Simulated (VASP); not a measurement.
TaN, 2 atoms in the cell. It takes space group Fm-3m (No. 225, cubic). Conventional cell: a = 4.348 Å, b = 4.348 Å, c = 4.348 Å, α = 90.00°, β = 90.00°, γ = 90.00°. Ta (site symmetry m-3m) has 6 N at 2.17 Å within 2.9 Å. Within 2.9 Å of N (site symmetry m-3m) lie 6 Ta at 2.17 Å. 

* Program: VASP 6.6.1
* Task: single point
* Functional: LDA
* Potentials or basis: VASP PAW LDA potentials, release 64 (Ta_pv, N)
* Cutoff: 520 eV
* k mesh: 16 × 16 × 16
* Occupations: gaussian, width 0.1 eV
* Spin: no spin polarisation
* Dipole correction: no
* Further INCAR settings: ALGO = Normal; EDIFF = 1e-06; NBANDS = 15

Potentials or basis: VASP PAW LDA potentials, release 64 (Ta_pv, N).

The run is started by

```sh
$ cat potpaw_LDA.64/Ta_pv/POTCAR potpaw_LDA.64/N/POTCAR > POTCAR
$ mpirun -np 1 vasp_std > vasp.out
```

Hardware: 1 thread of Intel Xeon 8259CL, on a shared host.

Q: Estimate the wall time of this run.

A: Wall time 43 s on 1 thread of Intel Xeon 8259CL, on a shared host, peak memory 0.17 GiB. Counts: scf iterations 12, k points 145.
